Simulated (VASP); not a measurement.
A run of VASP 6.6.1 is set up as follows.

INCAR

```
ALGO = Normal ; DIPOL = 0.5 0.5 0.500
EDIFF = 1E-6 ; ENCUT = 520
GGA = PE ; IDIPOL = 3
ISIF = 2 ; ISMEAR = -1
LASPH = True ; LCHARG = False
LDIPOL = True ; LREAL = False
LWAVE = False ; NBANDS = 21
NELM = 80 ; PREC = Accurate
SIGMA = 0.02
```

Contents of KPOINTS:

```
k-points
0
Gamma
  12 8 1
```

The input POSCAR:

```
BN
1.0
    2.5630581741      0.0000000000      0.0000000000
    0.0000000000      3.6247116310      0.0000000000
    0.0000000000      0.0000000000     18.5631000000
B N
3 3
Direct
    0.2500000000      0.0843064563      0.4402900143
    0.7500000000      0.6344127657      0.4999999856
    0.2500000000      0.0843065516      0.5597099608
    0.7500000000      0.9015453098      0.4292829434
    0.2500000000      0.3938833935      0.5000000186
    0.7500000000      0.9015455231      0.5707170773
```

Potentials or basis: VASP PAW PBE potentials, release 64 (B, N).

Command:

```console
$ cat potpaw_PBE.64/B/POTCAR potpaw_PBE.64/N/POTCAR > POTCAR
$ mpirun -np 1 vasp_std > vasp.out
```

(1) Predict the band gap on the k mesh.

(2) Estimate the largest force.

Answers

(1) 0.47 eV (least direct gap 0.66 eV).

(2) 0.028 eV/Å.

Caveat: semilocal functionals underestimate gaps, and a narrow one can read as zero.
